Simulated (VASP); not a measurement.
# SiC (P6_3/mmc) in VASP: notebook, part 2 of 2

VASP 6.6.1.

## 5. Relaxation of cell and atoms, PBE

This run uses another cell than the first one, of 9.07 Å³/atom.

Contents of INCAR:

```
PREC = Accurate ; ENCUT = 600
EDIFF = 1E-7 ; ISMEAR = 0
SIGMA = 0.1 ; LREAL = False
LASPH = True ; NELM = 100
ALGO = Normal ; ISIF = 3
LWAVE = False ; LCHARG = False
GGA = PE ; IBRION = 2
NSW = 100 ; EDIFFG = -0.01
```

Contents of KPOINTS:

```
Automatic mesh
0
Gamma
  18 18 10
```

Contents of POSCAR:

```
SiC
1.0
    2.8642457706      0.0000000000      0.0000000000
   -1.4321228853      2.4805096000      0.0000000000
    0.0000000000      0.0000000000      5.1057831427
Si C
2 2
Direct
    0.3333333333      0.6666666667      0.7500000000
    0.6666666667      0.3333333333      0.2500000000
    0.0000000000      0.0000000000      0.0000000000
    0.0000000000      0.0000000000      0.5000000000
```

Potentials or basis: VASP PAW PBE potentials, release 64 (Si, C).

The run is started by

```sh
$ cat potpaw_PBE.64/Si/POTCAR potpaw_PBE.64/C/POTCAR > POTCAR
$ mpirun -np 1 vasp_std > vasp.out
```

OUTCAR:

```text
PREC = Accurate
   ENCUT = 600
   EDIFF = 1E-7
   ISMEAR = 0
   LREAL = False
   LASPH = True
   NELM = 100
   ISIF = 3
   GGA = PE
   IBRION = 2
   NSW = 100
   EDIFFG = -0.01

 ion  position               nearest neighbor table
   1  0.333  0.667  0.750-   3 2.09   4 2.09   3 2.09   4 2.09   3 2.09   4 2.09   2 3.04   2 3.04
                             2 3.04   2 3.04   2 3.04   2 3.04
   2  0.667  0.333  0.250-   3 2.09   4 2.09   3 2.09   4 2.09   3 2.09   4 2.09   1 3.04   1 3.04
                             1 3.04   1 3.04   1 3.04   1 3.04
   3  0.000  0.000  0.000-   1 2.09   2 2.09   1 2.09   2 2.09   2 2.09   1 2.09
   4  0.000  0.000  0.500-   1 2.09   2 2.09   1 2.09   2 2.09   2 2.09   1 2.09

  LATTYP: Found a hexagonal cell.
 ALAT       =     2.8642457706
 C/A-ratio  =     1.7825925398

  Lattice vectors:

 A1 = (   2.8642457706,   0.0000000000,   0.0000000000)
 A2 = (  -1.4321228853,   2.4805096000,   0.0000000000)
 A3 = (   0.0000000000,   0.0000000000,   5.1057831427)

Analysis of symmetry for initial positions (statically):
=====================================================================
 Subroutine PRICEL returns:
 Original cell was already a primitive cell.

 Routine SETGRP: Setting up the symmetry group for a
 hexagonal supercell.

 Subroutine GETGRP returns: Found 24 space group operations
 (whereof 12 operations were pure point group operations)
 out of a pool of 24 trial point group operations.

The static configuration has the point symmetry D_3d.
 The point group associated with its full space group is D_6h.

Analysis of symmetry for dynamics (positions and initial velocities):
=====================================================================
 Subroutine PRICEL returns:
 Original cell was already a primitive cell.

 Routine SETGRP: Setting up the symmetry group for a
 hexagonal supercell.

 Subroutine GETGRP returns: Found 24 space group operations
 (whereof 12 operations were pure point group operations)
 out of a pool of 24 trial point group operations.

[... 146 lines left out ...]

 number of electron      15.9999999 magnetization

 Free energy of the ion-electron system (eV)
  ---------------------------------------------------
  ext. energy  EPLUGINS =         0.00000000
  ---------------------------------------------------
  free energy    TOTEN  =       -25.05191518 eV

  energy without entropy =      -25.04604370  energy(sigma->0) =      -25.04897944

------------------------ aborting loop because EDIFF is reached ----------------------------------------

  FORCE on cell =-STRESS in cart. coord.  units (eV):
  Direction    XX          YY          ZZ          XY          YZ          ZX
  --------------------------------------------------------------------------------------
  -------------------------------------------------------------------------------------
  Total        0.4565792      0.4565792     -0.6389967      0.0000000      0.0000000      0.0000000
  in kB       20.1656931     20.1656931    -28.2225094      0.0000000      0.0000000      0.0000000
  external PRESSURE =       4.0362923 kB  Pullay stress =       0.0000000 kB
[... 63 lines left out ...]
--------------------------------------- Ionic step        3  -------------------------------------------

 number of electron      15.9999999 magnetization

 Free energy of the ion-electron system (eV)
  ---------------------------------------------------
  ext. energy  EPLUGINS =         0.00000000
  ---------------------------------------------------
  free energy    TOTEN  =       -25.05620912 eV

  energy without entropy =      -25.05140045  energy(sigma->0) =      -25.05380478

 E-fermi :  11.1526     XC(G=0): -12.3051

 val. band max:       11.1381475874   @ k =   0.3333   0.2222   0.0000
 cond. band min:      11.1539387450   @ k =   0.0556   0.0556   0.2000
 fundamental gap:      0.0157911576
 Fermi energy:        11.1525939665

 k-point     1 :       0.0000    0.0000    0.0000
  band No.  band energies     occupation
      1      -6.4950      2.00000
      2      -2.0050      2.00000
      3      -0.6201      2.00000
      4      10.1084      2.00000
      5      10.1084      2.00000
      6      10.5749      2.00000
      7      12.3094      0.00000
      8      12.3094      0.00000
      9      15.1604      0.00000
     10      16.9010      0.00000
     11      16.9010      0.00000
     12      18.2482      0.00000
[... 331 lines left out ...]
 k-point    24 :       0.3889    0.1111    0.0000
  band No.  band energies     occupation
      1      -2.5972      2.00000
      2       0.8342      2.00000
      3       1.4539      2.00000
      4       3.0325      2.00000
      5       4.7882      2.00000
      6       6.1282      2.00000
      7       7.9465      2.00000
      8       9.3656      2.00000
      9      12.4878      0.00000
     10      13.6614      0.00000
     11      14.4127      0.00000
     12      17.5916      0.00000

 [... further k-points ...]

------------------------ aborting loop because EDIFF is reached ----------------------------------------

  FORCE on cell =-STRESS in cart. coord.  units (eV):
  Direction    XX          YY          ZZ          XY          YZ          ZX
  --------------------------------------------------------------------------------------
  -------------------------------------------------------------------------------------
  Total        0.0104070      0.0104070      0.0352365     -0.0000000      0.0000000      0.0000000
  in kB        0.4584336      0.4584336      1.5521793     -0.0000000      0.0000000      0.0000000
  external PRESSURE =       0.8230155 kB  Pullay stress =       0.0000000 kB
[... 19 lines left out ...]
  FREE ENERGIE OF THE ION-ELECTRON SYSTEM (eV)
  ---------------------------------------------------
  free  energy   TOTEN  =       -25.0562091164 eV

  energy  without entropy=      -25.0514004487  energy(sigma->0) =      -25.05380478

 reached required accuracy - stopping structural energy minimisation
```

OSZICAR:

```text
N       E                     dE             d eps       ncg     rms          rms(c)
DAV:   1     0.359407757165E+02    0.35941E+02   -0.83113E+03  5328   0.138E+03
DAV:   2    -0.243831960143E+02   -0.60324E+02   -0.55665E+02  7588   0.184E+02
[... 21 lines left out ...]
   2 F= -.25055924E+02 E0= -.25053402E+02  d E =-.400845E-02
       N       E                     dE             d eps       ncg     rms          rms(c)
DAV:   1    -0.250562415542E+02   -0.31790E-03   -0.48972E-03  6240   0.666E-01    0.364E-02
DAV:   2    -0.250562164330E+02    0.25121E-04   -0.10482E-04  6412   0.832E-02    0.172E-02
DAV:   3    -0.250562099312E+02    0.65019E-05   -0.14111E-05  6600   0.265E-02    0.595E-03
DAV:   4    -0.250562090989E+02    0.83230E-06   -0.21858E-06  6380   0.108E-02    0.182E-03
DAV:   5    -0.250562091164E+02   -0.17502E-07   -0.23097E-07  4384   0.363E-03
   3 F= -.25056209E+02 E0= -.25053805E+02  d E =-.429394E-02
```

CONTCAR:

```text
SiC
   1.00000000000000
     2.8770357329382747   -0.0000000000000000    0.0000000000000000
    -1.4385178664691374    2.4915860322981009   -0.0000000000000000
     0.0000000000000000    0.0000000000000000    5.0738748311524011
  Si              C
     2     2
Direct
     0.3333333332999970    0.6666666667000030    0.7500000000000000
     0.6666666667000030    0.3333333332999970    0.2500000000000000
     0.0000000000000000    0.0000000000000000    0.0000000000000000
     0.0000000000000000    0.0000000000000000    0.5000000000000000

  0.00000000E+00  0.00000000E+00  0.00000000E+00
  0.00000000E+00  0.00000000E+00  0.00000000E+00
  0.00000000E+00  0.00000000E+00  0.00000000E+00
  0.00000000E+00  0.00000000E+00  0.00000000E+00
```

It used 110 s of CPU time on 1 thread of Intel(R) Xeon(R) Platinum 8488C (Sapphire Rapids) (shared host).

Results:

* Free energy: -25.0562 eV
* Relaxed volume: 9.09 Å³/atom
* Relaxed cell: a = 2.877 Å, b = 2.877 Å, c = 5.074 Å, α = 90.00°, β = 90.00°, γ = 120.00°
* Space group after relaxing (to 0.1 Å): P6_3/mmc (No. 194)
* Energy gained by relaxing: 1.1 meV/atom
* Ionic steps: 3
* Pressure after relaxing: 0.1 GPa
* Band gap on the k mesh: zero (bands 8 and 9 overlap by 3.11 eV)

The path:
```csv
step,energy change (eV),largest force (eV/Å),pressure (GPa),volume (Å³)
1,0.0000,0.0000,0.40,36.28
2,-0.0040,0.0000,0.03,36.39
3,-0.0043,0.0000,0.08,36.37
```

Final structure:
```
Si C
1.0
     2.87704    0.00000    0.00000
    -1.43852    2.49159    0.00000
     0.00000    0.00000    5.07387
Si C
2 2
Direct
  0.33333 0.66667 0.75000
  0.66667 0.33333 0.25000
  0.00000 0.00000 0.00000
  0.00000 0.00000 0.50000
```

## 6. Relaxation of cell and atoms, PBE

This run uses another cell than the first one, of 9.07 Å³/atom.

Contents of INCAR:

```
PREC     = Accurate       # precision mode
ENCUT    = 600            # plane-wave cutoff, eV
EDIFF    = 1E-6           # SCF threshold, eV
ISMEAR   = -1             # smearing method
SIGMA    = 0.1            # smearing width, eV
LREAL    = False          # projectors in reciprocal space
LASPH    = True           # aspherical terms in the spheres
NELM     = 100            # most SCF steps
ALGO     = Normal         # electronic algorithm
ISIF     = 3              # what is computed and relaxed
LWAVE    = False          # write WAVECAR
LCHARG   = False          # write CHGCAR
GGA      = PE             # functional
IBRION   = 2              # ionic algorithm
NSW      = 100            # ionic steps
EDIFFG   = -0.01          # ionic threshold
```

KPOINTS is that of step 5.

POSCAR is that of step 5.

Potentials or basis: VASP PAW PBE potentials, release 64 (Si, C).

The run is started by

```sh
$ cat potpaw_PBE.64/Si/POTCAR potpaw_PBE.64/C/POTCAR > POTCAR
$ mpirun -np 1 vasp_std > vasp.out
```

OUTCAR:

```text
PREC = Accurate
   ENCUT = 600
   EDIFF = 1E-6
   ISMEAR = -1
   LREAL = False
   LASPH = True
   NELM = 100
   ISIF = 3
   GGA = PE
   IBRION = 2
   NSW = 100
   EDIFFG = -0.01

 ion  position               nearest neighbor table
   1  0.333  0.667  0.750-   3 2.09   4 2.09   3 2.09   4 2.09   3 2.09   4 2.09   2 3.04   2 3.04
                             2 3.04   2 3.04   2 3.04   2 3.04
   2  0.667  0.333  0.250-   3 2.09   4 2.09   3 2.09   4 2.09   3 2.09   4 2.09   1 3.04   1 3.04
                             1 3.04   1 3.04   1 3.04   1 3.04
   3  0.000  0.000  0.000-   1 2.09   2 2.09   1 2.09   2 2.09   2 2.09   1 2.09
   4  0.000  0.000  0.500-   1 2.09   2 2.09   1 2.09   2 2.09   2 2.09   1 2.09

  LATTYP: Found a hexagonal cell.
 ALAT       =     2.8642457706
 C/A-ratio  =     1.7825925398

  Lattice vectors:

 A1 = (   2.8642457706,   0.0000000000,   0.0000000000)
 A2 = (  -1.4321228853,   2.4805096000,   0.0000000000)
 A3 = (   0.0000000000,   0.0000000000,   5.1057831427)

Analysis of symmetry for initial positions (statically):
=====================================================================
 Subroutine PRICEL returns:
 Original cell was already a primitive cell.

 Routine SETGRP: Setting up the symmetry group for a
 hexagonal supercell.

 Subroutine GETGRP returns: Found 24 space group operations
 (whereof 12 operations were pure point group operations)
 out of a pool of 24 trial point group operations.

The static configuration has the point symmetry D_3d.
 The point group associated with its full space group is D_6h.

Analysis of symmetry for dynamics (positions and initial velocities):
=====================================================================
 Subroutine PRICEL returns:
 Original cell was already a primitive cell.

 Routine SETGRP: Setting up the symmetry group for a
 hexagonal supercell.

 Subroutine GETGRP returns: Found 24 space group operations
 (whereof 12 operations were pure point group operations)
[... 191 lines left out ...]

--------------------------------------- Ionic step        2  -------------------------------------------

 number of electron      15.9999999 magnetization

 Free energy of the ion-electron system (eV)
  ---------------------------------------------------
  ext. energy  EPLUGINS =         0.00000000
  ---------------------------------------------------
  free energy    TOTEN  =       -25.07110009 eV

  energy without entropy =      -25.03504599  energy(sigma->0) =      -25.05307304

 E-fermi :  11.1420     XC(G=0): -12.3003

 val. band max:       11.1413240593   @ k =   0.0556   0.0556   0.2000
 cond. band min:      11.1457645388   @ k =   0.3333   0.2778   0.2000
 fundamental gap:      0.0044404795
 Fermi energy:        11.1419816240

 k-point     1 :       0.0000    0.0000    0.0000
  band No.  band energies     occupation
      1      -6.4979      2.00000
      2      -2.0125      2.00000
      3      -0.6279      2.00000
      4      10.0982      1.99994
      5      10.0982      1.99994
      6      10.5576      1.99422
      7      12.2963      0.00002
      8      12.2963      0.00002
      9      15.1323      0.00000
     10      16.8826      0.00000
     11      16.8826      0.00000
     12      18.2328      0.00000
[... 331 lines left out ...]
 k-point    24 :       0.3889    0.1111    0.0000
  band No.  band energies     occupation
      1      -2.6023      2.00000
      2       0.8273      2.00000
      3       1.4433      2.00000
      4       3.0253      2.00000
      5       4.7794      2.00000
      6       6.1183      2.00000
      7       7.9307      2.00000
      8       9.3546      2.00000
      9      12.4712      0.00000
     10      13.6425      0.00000
     11      14.3968      0.00000
     12      17.5702      0.00000

 [... further k-points ...]

------------------------ aborting loop because EDIFF is reached ----------------------------------------

  FORCE on cell =-STRESS in cart. coord.  units (eV):
  Direction    XX          YY          ZZ          XY          YZ          ZX
  --------------------------------------------------------------------------------------
  -------------------------------------------------------------------------------------
  Total       -0.0368248     -0.0368248      0.0095460      0.0000000      0.0000000      0.0000000
  in kB       -1.6204095     -1.6204095      0.4200563      0.0000000      0.0000000      0.0000000
  external PRESSURE =      -0.9402542 kB  Pullay stress =       0.0000000 kB

 VOLUME and BASIS-vectors are now :
 -----------------------------------------------------------------------------
  energy-cutoff  :      600.00
  volume of cell :       36.41
      direct lattice vectors                 reciprocal lattice vectors
     2.877873035  0.000000000  0.000000000     0.347478846  0.200617005  0.000000000
    -1.438936518  2.492311157 -0.000000000     0.000000000  0.401234010  0.000000000
     0.000000000  0.000000000  5.076351920    -0.000000000  0.000000000  0.196991859

 POSITION                                       TOTAL-FORCE (eV/Angst)
 -----------------------------------------------------------------------------------
     -0.00000      1.66154      3.80726         0.000000     -0.000000     -0.000000
      1.43894      0.83077      1.26909         0.000000     -0.000000      0.000000
     -1.43894      2.49231     -0.00000        -0.000000      0.000000      0.000000
     -1.43894      2.49231      2.53818        -0.000000      0.000000      0.000000
 -----------------------------------------------------------------------------------
    total drift:                               -0.000000      0.000000     -0.000000

  FREE ENERGIE OF THE ION-ELECTRON SYSTEM (eV)
  ---------------------------------------------------
  free  energy   TOTEN  =       -25.0711000888 eV

  energy  without entropy=      -25.0350459944  energy(sigma->0) =      -25.05307304

 reached required accuracy - stopping structural energy minimisation
```

CONTCAR:

```text
SiC
   1.00000000000000
     2.8778730350603139    0.0000000000000000    0.0000000000000000
    -1.4389365175301569    2.4923111572064101   -0.0000000000000000
     0.0000000000000000    0.0000000000000000    5.0763519198636811
  Si              C
     2     2
Direct
     0.3333333332999970    0.6666666667000030    0.7500000000000000
     0.6666666667000030    0.3333333332999970    0.2500000000000000
     0.0000000000000000    1.0000000000000000    0.0000000000000000
     0.0000000000000000    1.0000000000000000    0.5000000000000000

  0.00000000E+00  0.00000000E+00  0.00000000E+00
  0.00000000E+00  0.00000000E+00  0.00000000E+00
  0.00000000E+00  0.00000000E+00  0.00000000E+00
  0.00000000E+00  0.00000000E+00  0.00000000E+00
```

It used 82 s of CPU time on 1 thread of Intel(R) Xeon(R) Platinum 8488C (Sapphire Rapids), with other jobs on the host.

What came out:

* Free energy: -25.0711 eV
* Relaxed volume: 9.10 Å³/atom
* Relaxed cell: a = 2.878 Å, b = 2.878 Å, c = 5.076 Å, α = 90.00°, β = 90.00°, γ = 120.00°
* Space group after relaxing (to 0.1 Å): P6_3/mmc (No. 194)
* Energy gained by relaxing: 0.8 meV/atom
* Ionic steps: 2
* Pressure after relaxing: -0.1 GPa
* Band gap on the k mesh: zero (bands 8 and 9 overlap by 3.11 eV)

The path:
```tsv
step	energy change (eV)	largest force (eV/Å)	pressure (GPa)	volume (Å³)
1	0.0000	0.0000	0.46	36.28
2	-0.0031	0.0000	-0.09	36.41
```

Final structure:
```
Si C
1.0
     2.87787    0.00000    0.00000
    -1.43894    2.49231    0.00000
     0.00000    0.00000    5.07635
Si C
2 2
Cartesian
  0.0000 1.6615 3.8073
  1.4389 0.8308 1.2691
  -1.4389 2.4923 0.0000
  -1.4389 2.4923 2.5382
```

## 7. Overview

```tsv
task	cell	k mesh	cutoff (eV)	smearing	gap on the mesh (eV)	pressure (GPa)	relaxed volume (Å³/atom)
relaxation of cell and atoms	relaxed from a = 2.789, b = 2.789, c = 4.595 Å, angles 90.0, 90.0, 120.0°, 4 atoms	9 × 9 × 4	600	gaussian 0.1 eV	none	0.3	9.06
single point	a = 2.877, b = 2.877, c = 5.075 Å, angles 90.0, 90.0, 120.0°, 4 atoms	18 × 18 × 10	520	gaussian 0.1 eV	none	0.2	-
single point	a = 2.876, b = 2.876, c = 5.082 Å, angles 90.0, 90.0, 120.0°, 4 atoms	18 × 18 × 10	520	fermi-dirac 0.1 eV	none	0.1	-
relaxation of cell and atoms	relaxed from a = 2.864, b = 2.864, c = 5.106 Å, angles 90.0, 90.0, 120.0°, 4 atoms	18 × 18 × 10	600	gaussian 0.1 eV	none	0.1	9.09
relaxation of cell and atoms	relaxed from a = 2.864, b = 2.864, c = 5.106 Å, angles 90.0, 90.0, 120.0°, 4 atoms	18 × 18 × 10	600	fermi-dirac 0.1 eV	none	-0.1	9.10
```

Alike in all rows: level PBE; potentials or basis VASP PAW PBE potentials, release 64 (Si, C); no spin polarisation.

Caveats: the volume moved by over 15 % at a fixed basis, so the end points are rough (at least some runs).

Absolute energies hang on the potentials; compare differences alone.
